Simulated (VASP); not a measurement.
**W: relaxation of cell and atoms with PBEsol**

W:

```
W
1.0
    -1.57801    1.57801    1.57801
     1.57801   -1.57801    1.57801
     1.57801    1.57801   -1.57801
W
1
Direct
  0.00000 0.00000 0.00000
```

- Program: VASP 6.6.1
- Task: relaxation of cell and atoms
- Functional: PBEsol
- Potentials or basis: VASP PAW PBE potentials, release 64 (W_sv)
- Cutoff: 600 eV
- k mesh: 18 × 18 × 18
- Occupations: gaussian, width 0.1 eV
- Spin: no spin polarisation
- Dipole correction: no
- Further INCAR settings: ALGO = Fast; EDIFF = 1e-07; IBRION = 2; EDIFFG = -0.005; NSW = 100; ISIF = 3

```
Relaxed volume                         : 15.73 Å³/atom
Relaxed cell                           : a = 2.734 Å, b = 2.734 Å, c = 2.734 Å, α = 109.47°, β = 109.47°, γ = 109.47°
Space group after relaxing (to 0.05 Å) : Im-3m (No. 229)
Energy gained by relaxing              : 0.0 meV/atom
Ionic steps                            : 3
Pressure after relaxing                : 0.0 GPa
Band gap on the k mesh                 : zero (band 7 reaches 16.63 eV, above the bottom of band 8 at 10.14 eV)
```

Final structure:
```cif
data_structure
_symmetry_space_group_name_H-M 'P 1'
_symmetry_Int_Tables_number 1
_cell_length_a 2.7337
_cell_length_b 2.7337
_cell_length_c 2.7337
_cell_angle_alpha 109.471
_cell_angle_beta 109.471
_cell_angle_gamma 109.471
_cell_volume 15.73
loop_
_atom_site_label
_atom_site_type_symbol
_atom_site_fract_x
_atom_site_fract_y
_atom_site_fract_z
_atom_site_occupancy
W1 W 0.00000 0.00000 0.00000 1
```

Levels at points of the mesh, in eV from the Fermi level:
```tsv
k point	band 5	band 6	band 7	band 8	band 9	band 10
(0.00, 0.00, 0.00)	-9.69	-1.24	-1.24	-1.24	2.26	2.26
(0.50, 0.00, 0.00)	-6.33	-3.60	0.73	2.17	3.15	6.25
(0.50, 0.50, 0.50)	-5.91	-5.91	5.24	5.24	5.24	8.33
```

It took 40 s on 1 thread of Intel Xeon 6975P-C, with other jobs on the host, peak memory 0.17 GiB.

Caveat: the PAW data sets were made with another functional, which shifts forces and pressure a little; spin-orbit coupling is left out, which moves the levels of the heavy elements.
